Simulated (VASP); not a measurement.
# FeO (Fm-3m) in VASP: further runs

The runs below take FeO through single point, with PBE.

All numbers are computed with VASP 6.6.1; they aren't measurements. Logs are shortened: lines on timing, memory, paths and dates and some standing lists are left out, and cuts for length are marked.

## (1) The cell of the first run

Symmetry: Fm-3m, No. 225, cubic system. Conventional cell: a = 4.368 Å, b = 4.368 Å, c = 4.368 Å, α = 90.00°, β = 90.00°, γ = 90.00°. Fe (site symmetry m-3m) has 6 O at 2.18 Å within 2.9 Å. O (site symmetry m-3m) has 6 Fe at 2.18 Å within 2.9 Å.

## (2) Single point, PBE, collinear spin, ferromagnetic start

The input, INCAR:

```
PREC = Accurate
ENCUT = 600
EDIFF = 1E-6
ISMEAR = -1
SIGMA = 0.05
LREAL = False
LASPH = True
NELM = 200
ALGO = Normal
ISIF = 2
LWAVE = False
LCHARG = False
ISPIN = 2
MAGMOM = 3 0
LORBIT = 11
LMAXMIX = 4
GGA = PE
NBANDS = 22
GGA_COMPAT = False
```

The input, KPOINTS:

```
Automatic mesh
0
Gamma
  11 11 11
```

The input, POSCAR:

```
FeO
1.0
    0.0000000000      2.1837639411      2.1837639411
    2.1837639411      0.0000000000      2.1837639411
    2.1837639411      2.1837639411      0.0000000000
Fe O
1 1
Direct
    0.0000000000      0.0000000000      0.0000000000
    0.5000000000      0.5000000000      0.5000000000
```

Potentials or basis: VASP PAW PBE potentials, release 64 (Fe_sv, O).

Run with:

```sh
> cat potpaw_PBE.64/Fe_sv/POTCAR potpaw_PBE.64/O/POTCAR > POTCAR
> mpirun -np 1 vasp_std > vasp.out
```

OUTCAR:

```text
PREC = Accurate
   ENCUT = 600
   EDIFF = 1E-6
   ISMEAR = -1
   LREAL = False
   LASPH = True
   NELM = 200
   ISIF = 2
   ISPIN = 2
   LORBIT = 11
   GGA = PE

 ion  position               nearest neighbor table
   1  0.000  0.000  0.000-   2 2.18   2 2.18   2 2.18   2 2.18   2 2.18   2 2.18
   2  0.500  0.500  0.500-   1 2.18   1 2.18   1 2.18   1 2.18   1 2.18   1 2.18

  LATTYP: Found a face centered cubic cell.
 ALAT       =     4.3675278822

  Lattice vectors:

 A1 = (   0.0000000000,   2.1837639411,   2.1837639411)
 A2 = (   2.1837639411,   0.0000000000,   2.1837639411)
 A3 = (   2.1837639411,   2.1837639411,   0.0000000000)

Analysis of symmetry for initial positions (statically):
=====================================================================
 Subroutine PRICEL returns:
 Original cell was already a primitive cell.

 Routine SETGRP: Setting up the symmetry group for a
 face centered cubic supercell.

 Subroutine GETGRP returns: Found 48 space group operations
 (whereof 48 operations were pure point group operations)
 out of a pool of 48 trial point group operations.

The static configuration has the point symmetry O_h .

Analysis of symmetry for dynamics (positions and initial velocities):
=====================================================================
 Subroutine PRICEL returns:
 Original cell was already a primitive cell.

 Routine SETGRP: Setting up the symmetry group for a
 face centered cubic supercell.

 Subroutine GETGRP returns: Found 48 space group operations
 (whereof 48 operations were pure point group operations)
 out of a pool of 48 trial point group operations.

The dynamic configuration has the point symmetry O_h .

Analysis of structural, dynamic, and magnetic symmetry:
=====================================================================
 Subroutine PRICEL returns:
 Original cell was already a primitive cell.

 Routine SETGRP: Setting up the symmetry group for a
 face centered cubic supercell.

 Subroutine GETGRP returns: Found 48 space group operations
 (whereof 48 operations were pure point group operations)
 out of a pool of 48 trial point group operations.

The overall configuration has the point symmetry O_h .

 Subroutine INISYM returns: Found 48 space group operations
 (whereof 48 operations are pure point group operations),
 and found     1 'primitive' translations

----------------------------------------------------------------------------------------
[... 114 lines left out ...]
  volume/ion in A,a.u.               =      10.41        70.28
  Fermi-wavevector in a.u.,A,eV,Ry     =   1.667247  3.150641 37.820301  2.779714
  Thomas-Fermi vector in A             =   2.753302
   LORBIT       =     11    0 simple, 1 ext, 2 COOP (PROOUT), +10 PAW based schemes
   GGA     = PE    functional components
   LHFCALC =     F    Hartree Fock is set to
   AEXX    =    0.0000 exact exchange contribution
   IVDW    =     0    specifies the selected vdW correction
   LEPSILON=     F    determine dielectric tensor
   LRPA    =     F    only Hartree local field effects (RPA)
 spin polarized calculation
  energy-cutoff  :      600.00
  volume of cell :       20.83
 maximum number of plane-waves:       725
 NGX is ok and might be reduce to    28
   NGX = 13   NGY = 13   NGZ = 13

 number of electron      21.9999990 magnetization       4.0014232

 Free energy of the ion-electron system (eV)
  ---------------------------------------------------
  ext. energy  EPLUGINS =         0.00000000
  ---------------------------------------------------
  free energy    TOTEN  =       -15.01988993 eV

  energy without entropy =      -15.00751595  energy(sigma->0) =      -15.01370294

 E-fermi :   9.2661     XC(G=0): -12.3002

 val. band max:        9.2624806526   @ k =  -0.2727   0.1818   0.0000
 cond. band min:       9.2682306628   @ k =  -0.3636   0.2727   0.0909
 fundamental gap:      0.0057500102
 Fermi energy:         9.2660693758

 spin component 1

 k-point     1 :       0.0000    0.0000    0.0000
  band No.  band energies     occupation
      1     -80.6679      1.00000
      2     -46.6922      1.00000
      3     -46.6922      1.00000
      4     -46.6922      1.00000
      5     -11.2099      1.00000
      6       5.4295      1.00000
[... 589 lines left out ...]
     21      34.9013      0.00000
     22      36.6645      0.00000

 [... further k-points ...]

 spin component 2

 k-point     1 :       0.0000    0.0000    0.0000
  band No.  band energies     occupation
      1     -76.5046      1.00000
      2     -42.6216      1.00000
      3     -42.6216      1.00000
      4     -42.6216      1.00000
      5     -10.6998      1.00000
      6       6.0556      1.00000
[... 589 lines left out ...]
     21      35.6590      0.00000
     22      37.4111      0.00000

 [... further k-points ...]

------------------------ aborting loop because EDIFF is reached ----------------------------------------

  FORCE on cell =-STRESS in cart. coord.  units (eV):
  Direction    XX          YY          ZZ          XY          YZ          ZX
  --------------------------------------------------------------------------------------
  -------------------------------------------------------------------------------------
  Total       -1.1767250     -1.1767250     -1.1767250     -0.0000000     -0.0000000      0.0000000
  in kB      -90.5187352    -90.5187352    -90.5187352     -0.0000000     -0.0000000      0.0000000
  external PRESSURE =     -90.5187352 kB  Pullay stress =       0.0000000 kB

 VOLUME and BASIS-vectors are now :
 -----------------------------------------------------------------------------
  energy-cutoff  :      600.00
  volume of cell :       20.83
      direct lattice vectors                 reciprocal lattice vectors
     0.000000000  2.183763941  2.183763941    -0.228962476  0.228962476  0.228962476
     2.183763941  0.000000000  2.183763941     0.228962476 -0.228962476  0.228962476
     2.183763941  2.183763941  0.000000000     0.228962476  0.228962476 -0.228962476

 POSITION                                       TOTAL-FORCE (eV/Angst)
 -----------------------------------------------------------------------------------
      0.00000      0.00000      0.00000        -0.000000      0.000000     -0.000000
      2.18376      2.18376      2.18376         0.000000     -0.000000      0.000000
 -----------------------------------------------------------------------------------
    total drift:                                0.000000      0.000000      0.000000

  FREE ENERGIE OF THE ION-ELECTRON SYSTEM (eV)
  ---------------------------------------------------
  free  energy   TOTEN  =       -15.0198899305 eV

  energy  without entropy=      -15.0075159529  energy(sigma->0) =      -15.01370294

 total charge

# of ion       s       p       d       tot
------------------------------------------
    1        2.099   5.992   5.505  13.597
    2        1.553   3.420   0.000   4.973
--------------------------------------------------
tot          3.652   9.412   5.505  18.570

 magnetization (x)

# of ion       s       p       d       tot
------------------------------------------
    1        0.015   0.010   3.453   3.479
    2        0.029   0.260   0.000   0.288
--------------------------------------------------
tot          0.044   0.270   3.453   3.767
```

Run time: 34 s. Hardware: 1 thread of Intel Xeon 6975P-C (Granite Rapids), shared host; peak memory 0.19 GiB.

What came out:

```
Free energy                                           : -15.0199 eV
Pressure                                              : -9.1 GPa
Band gap on the k mesh                                : zero (filled and empty bands overlap)
Net moment                                            : 4.00 μB per cell
Site moments                                          : Fe +3.48; O +0.29 μB
Valence electrons inside the program's atomic spheres : Fe 13.60; O 4.97
```

Levels at points of the mesh, in eV from the Fermi level:
Spin up:
| k point | band 10 | band 11 | band 12 | band 13 | band 14 | band 15 | band 16 | band 17 |
| --- | --- | --- | --- | --- | --- | --- | --- | --- |
| (0.00, 0.00, 0.00) | -3.74 | -3.74 | -3.67 | -3.67 | -0.20 | 15.11 | 16.62 | 16.62 |
Spin down:
```csv
k point,band 6,band 7,band 8,band 9,band 10,band 11,band 12,band 13
"(0.00, 0.00, 0.00)",-3.21,-3.21,-3.21,-0.69,-0.69,-0.69,0.23,0.23
```

Caveat: a cell with one magnetic atom can't hold antiferromagnetic order, which such compounds often take; semilocal functionals often make such compounds metallic where correlation or magnetic order opens a gap, which also shifts bond lengths. With open d or f shells a metallic result of PBE can be an artefact of self-interaction; +U or a hybrid may open a gap.

## (3) Single point, PBE, collinear spin, ferromagnetic start

This run uses another cell than the first one, of 9.61 Å³/atom, 0.923 times its volume.

The input, INCAR:

```
SYSTEM = FeO
PREC = Accurate ; ENCUT = 600
EDIFF = 1E-6 ; ISMEAR = -1
SIGMA = 0.05 ; LREAL = .FALSE.
LASPH = .TRUE. ; NELM = 200
ALGO = Normal ; ISIF = 2
LWAVE = .FALSE. ; LCHARG = .FALSE.
ISPIN = 2 ; MAGMOM = 3 0
LORBIT = 11 ; LMAXMIX = 4
GGA = PE ; NBANDS = 22
GGA_COMPAT = .FALSE.
```

The input, KPOINTS:

```
regular mesh
0
G
  11 11 11
  0 0 0
```

The input, POSCAR:

```
FeO
1.0
    0.0000000000      2.1262695598      2.1262695598
    2.1262695598      0.0000000000      2.1262695598
    2.1262695598      2.1262695598      0.0000000000
Fe O
1 1
Direct
    0.0000000000      0.0000000000      0.0000000000
    0.5000000000      0.5000000000      0.5000000000
```

Potentials or basis: VASP PAW PBE potentials, release 64 (Fe_sv, O).

Run with:

```sh
> cat potpaw_PBE.64/Fe_sv/POTCAR potpaw_PBE.64/O/POTCAR > POTCAR
> mpirun -np 1 vasp_std > vasp.out
```

It took 18 s on 1 thread of Intel Xeon 6975P-C (Granite Rapids), shared host; peak memory 0.17 GiB.

It converged, with:

- Free energy: -15.0219 eV
- Pressure: 5.6 GPa
- Band gap on the k mesh: zero (filled and empty bands overlap)
- Net moment: 4.00 μB per cell
- Site moments: Fe +3.47; O +0.30 μB
- Valence electrons inside the program's atomic spheres: Fe 13.63; O 5.02

Levels at points of the mesh, in eV from the Fermi level:
Spin up:
```csv
k point,band 11,band 12,band 13,band 14,band 15,band 16
"(0.00, 0.00, 0.00)",-3.92,-3.69,-3.69,0.25,15.38,17.30
```
Spin down:
```csv
k point,band 5,band 6,band 7,band 8,band 9,band 10,band 11,band 12,band 13,band 14
"(0.00, 0.00, 0.00)",-20.58,-3.45,-3.45,-3.45,-0.79,-0.79,-0.79,0.20,0.20,1.06
```

Caveat: a cell with one magnetic atom can't hold antiferromagnetic order, which such compounds often take; semilocal functionals often make such compounds metallic where correlation or magnetic order opens a gap, which also shifts bond lengths.

## (4) Single point, PBE, collinear spin, ferromagnetic start

This run uses another cell than the first one, of 10.21 Å³/atom, 0.981 times its volume.

The input, INCAR:

```
PREC = Accurate ; ENCUT = 600
EDIFF = 1E-6 ; ISMEAR = -1
SIGMA = 0.05 ; LREAL = False
LASPH = True ; NELM = 200
ALGO = Normal ; ISIF = 2
LWAVE = False ; LCHARG = False
ISPIN = 2 ; MAGMOM = 3 0
LORBIT = 11 ; LMAXMIX = 4
GGA = PE ; NBANDS = 22
GGA_COMPAT = False
```

The input, KPOINTS:

```
Automatic mesh
0
Gamma
  11 11 11
```

The input, POSCAR:

```
FeO
1.0
    0.0000000000      2.1696747492      2.1696747492
    2.1696747492      0.0000000000      2.1696747492
    2.1696747492      2.1696747492      0.0000000000
Fe O
1 1
Direct
    0.0000000000      0.0000000000      0.0000000000
    0.5000000000      0.5000000000      0.5000000000
```

Run with:

```sh
> cat potpaw_PBE.64/Fe_sv/POTCAR potpaw_PBE.64/O/POTCAR > POTCAR
> mpirun -np 1 vasp_std > vasp.out
```

It took 50 s on 1 thread of Intel Xeon Platinum 8559C (Emerald Rapids), shared host; peak memory 0.19 GiB.

It converged, with:

```
Free energy                                           : -15.0335 eV
Pressure                                              : -6.0 GPa
Band gap on the k mesh                                : zero (filled and empty bands overlap)
Net moment                                            : 4.00 μB per cell
Site moments                                          : Fe +3.48; O +0.29 μB
Valence electrons inside the program's atomic spheres : Fe 13.60; O 4.98
```

Levels at points of the mesh, in eV from the Fermi level:
Spin up:
```tsv
k point	band 10	band 11	band 12	band 13	band 14	band 15	band 16	band 17
(0.00, 0.00, 0.00)	-3.81	-3.81	-3.68	-3.68	-0.10	15.17	16.78	16.78
```
Spin down:
```csv
k point,band 7,band 8,band 9,band 10,band 11,band 12
"(0.00, 0.00, 0.00)",-3.27,-3.27,-0.71,-0.71,-0.71,0.23
```

Caveat: a cell with one magnetic atom can't hold antiferromagnetic order, which such compounds often take; semilocal functionals often make such compounds metallic where correlation or magnetic order opens a gap, which also shifts bond lengths. With open d or f shells a metallic result of PBE can be an artefact of self-interaction; +U or a hybrid may open a gap.

## (5) Single point, PBE, collinear spin, ferromagnetic start

The input, INCAR:

```
SYSTEM = FeO
PREC     = Accurate       ! precision mode
ENCUT    = 600            ! plane-wave cutoff, eV
EDIFF    = 1E-6           ! SCF threshold, eV
ISMEAR   = -1             ! smearing method
SIGMA    = 0.05           ! smearing width, eV
LREAL    = .FALSE.        ! projectors in reciprocal space
LASPH    = .TRUE.         ! aspherical terms in the spheres
NELM     = 200            ! most SCF steps
ALGO     = Normal         ! electronic algorithm
ISIF     = 2              ! what is computed and relaxed
LWAVE    = .FALSE.        ! write WAVECAR
LCHARG   = .TRUE.         ! write CHGCAR
ISPIN    = 2              ! spin polarisation
MAGMOM   = 3 0            ! initial moments
LORBIT   = 11             ! projections on sites
LMAXMIX  = 4              ! l up to which the mixer works
GGA      = PE             ! functional
LELF     = .TRUE.         ! ELF
LVHAR    = .TRUE.       
NBANDS   = 22             ! bands
GGA_COMPAT= .FALSE.
```

The input, KPOINTS:

```
Automatic mesh
0
G
  11 11 11
  0 0 0
```

The input, POSCAR:

```
FeO
1.0
    0.0000000000      2.1837639411      2.1837639411
    2.1837639411      0.0000000000      2.1837639411
    2.1837639411      2.1837639411      0.0000000000
Fe O
1 1
Direct
    0.0000000000      0.0000000000      0.0000000000
    0.5000000000      0.5000000000      0.5000000000
```

Potentials or basis: VASP PAW PBE potentials, release 64 (Fe_sv, O).

Run with:

```sh
> cat potpaw_PBE.64/Fe_sv/POTCAR potpaw_PBE.64/O/POTCAR > POTCAR
> mpirun -np 1 vasp_std > vasp.out
```

OUTCAR:

```text
SYSTEM = FeO
   PREC = Accurate
   ENCUT = 600
   EDIFF = 1E-6
   ISMEAR = -1
   LREAL = .FALSE.
   LASPH = .TRUE.
   NELM = 200
   ISIF = 2
   ISPIN = 2
   LORBIT = 11
   GGA = PE

 ion  position               nearest neighbor table
   1  0.000  0.000  0.000-   2 2.18   2 2.18   2 2.18   2 2.18   2 2.18   2 2.18
   2  0.500  0.500  0.500-   1 2.18   1 2.18   1 2.18   1 2.18   1 2.18   1 2.18

  LATTYP: Found a face centered cubic cell.
 ALAT       =     4.3675278822

  Lattice vectors:

 A1 = (   0.0000000000,   2.1837639411,   2.1837639411)
 A2 = (   2.1837639411,   0.0000000000,   2.1837639411)
 A3 = (   2.1837639411,   2.1837639411,   0.0000000000)
[... 1413 lines left out ...]

 VOLUME and BASIS-vectors are now :
 -----------------------------------------------------------------------------
  energy-cutoff  :      600.00
  volume of cell :       20.83
      direct lattice vectors                 reciprocal lattice vectors
     0.000000000  2.183763941  2.183763941    -0.228962476  0.228962476  0.228962476
     2.183763941  0.000000000  2.183763941     0.228962476 -0.228962476  0.228962476
     2.183763941  2.183763941  0.000000000     0.228962476  0.228962476 -0.228962476

 POSITION                                       TOTAL-FORCE (eV/Angst)
 -----------------------------------------------------------------------------------
      0.00000      0.00000      0.00000        -0.000000      0.000000     -0.000000
      2.18376      2.18376      2.18376         0.000000     -0.000000      0.000000
 -----------------------------------------------------------------------------------
    total drift:                                0.000000      0.000000      0.000000

  FREE ENERGIE OF THE ION-ELECTRON SYSTEM (eV)
  ---------------------------------------------------
  free  energy   TOTEN  =       -15.0198899305 eV

  energy  without entropy=      -15.0075159529  energy(sigma->0) =      -15.01370294

 total charge

# of ion       s       p       d       tot
------------------------------------------
    1        2.099   5.992   5.505  13.597
    2        1.553   3.420   0.000   4.973
--------------------------------------------------
tot          3.652   9.412   5.505  18.570

 magnetization (x)

# of ion       s       p       d       tot
------------------------------------------
    1        0.015   0.010   3.453   3.479
    2        0.029   0.260   0.000   0.288
--------------------------------------------------
tot          0.044   0.270   3.453   3.767
```

Wall time 80 s (1 thread of Intel Xeon Platinum 8488C (Sapphire Rapids), shared host); peak memory 0.2 GiB.

Results:

```yaml
Free_energy: -15.0199 eV
Pressure: -9.1 GPa
Band_gap_on_the_k_mesh: zero (filled and empty bands overlap)
Net_moment: 4.00 μB per cell
Site_moments: Fe +3.48; O +0.29 μB
Valence_electrons_inside_the_program's_atomic_spheres: Fe 13.60; O 4.97
```

Levels at points of the mesh, in eV from the Fermi level:
Spin up:
```csv
k point,band 10,band 11,band 12,band 13,band 14,band 15,band 16,band 17
"(0.00, 0.00, 0.00)",-3.74,-3.74,-3.67,-3.67,-0.20,15.11,16.62,16.62
```
Spin down:
```csv
k point,band 6,band 7,band 8,band 9,band 10,band 11,band 12,band 13
"(0.00, 0.00, 0.00)",-3.21,-3.21,-3.21,-0.69,-0.69,-0.69,0.23,0.23
```

Caveat: a cell with one magnetic atom can't hold antiferromagnetic order, which such compounds often take; semilocal functionals often make such compounds metallic where correlation or magnetic order opens a gap, which also shifts bond lengths. With open d or f shells a metallic result of PBE can be an artefact of self-interaction; +U or a hybrid may open a gap.

## (6) Overview

```tsv
cell	gap on the mesh (eV)	pressure (GPa)	moment (μB)
a = 3.088 Å, angles 60.0°, 2 atoms	none	-9.1	4.00
a = 3.007 Å, angles 60.0°, 2 atoms	none	5.6	4.00
a = 3.068 Å, angles 60.0°, 2 atoms	none	-6.0	4.00
```

Alike in all rows: task single point; level PBE; potentials or basis VASP PAW PBE potentials, release 64 (Fe_sv, O); spin collinear, ferromagnetic start; k mesh 11 × 11 × 11; cutoff (eV) 600; smearing fermi-dirac 0.05 eV.

Caveats: a cell with one magnetic atom can't hold antiferromagnetic order, which such compounds often take; semilocal functionals often make such compounds metallic where correlation or magnetic order opens a gap, which also shifts bond lengths.

Absolute energies hang on the potentials; compare differences alone.
